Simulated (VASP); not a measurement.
Input of a VASP 6.6.1 run:

The input INCAR:

```
PREC     = Accurate       # precision mode
ENCUT    = 500            # plane-wave cutoff, eV
EDIFF    = 1E-6           # SCF threshold, eV
ISMEAR   = 0              # smearing method
SIGMA    = 0.15           # smearing width, eV
LREAL    = False          # projectors in reciprocal space
LASPH    = True           # aspherical terms in the spheres
NELM     = 120            # most SCF steps
ALGO     = Normal         # electronic algorithm
ISIF     = 2              # what is computed and relaxed
LWAVE    = False          # write WAVECAR
LCHARG   = False          # write CHGCAR
GGA      = PE             # functional
NBANDS   = 15             # bands
GGA_COMPAT= False
```

KPOINTS

```
Automatic mesh
0
Gamma
  4 4 4
```

Contents of POSCAR:

```
CaS
1.0
    0.0000000000      2.8598372969      2.8598372969
    2.8598372969      0.0000000000      2.8598372969
    2.8598372969      2.8598372969      0.0000000000
Ca S
1 1
Direct
    0.0000000000      0.0000000000      0.0000000000
    0.5000000000      0.5000000000      0.5000000000
```

Potentials or basis: VASP PAW PBE potentials, release 64 (Ca_sv, S).

Run with:

```bash
$ cat potpaw_PBE.64/Ca_sv/POTCAR potpaw_PBE.64/S/POTCAR > POTCAR
$ mpirun -np 1 vasp_std > vasp.out
```

Question: What does it give for the band gap on the k mesh?

Answer: 2.38 eV, indirect (least direct gap 3.18 eV).

Question: What does it give for the pressure?

Answer: 0.0 GPa.

Caveat: the k points lie up to 0.48 Å⁻¹ apart. A k mesh can miss the band edges.
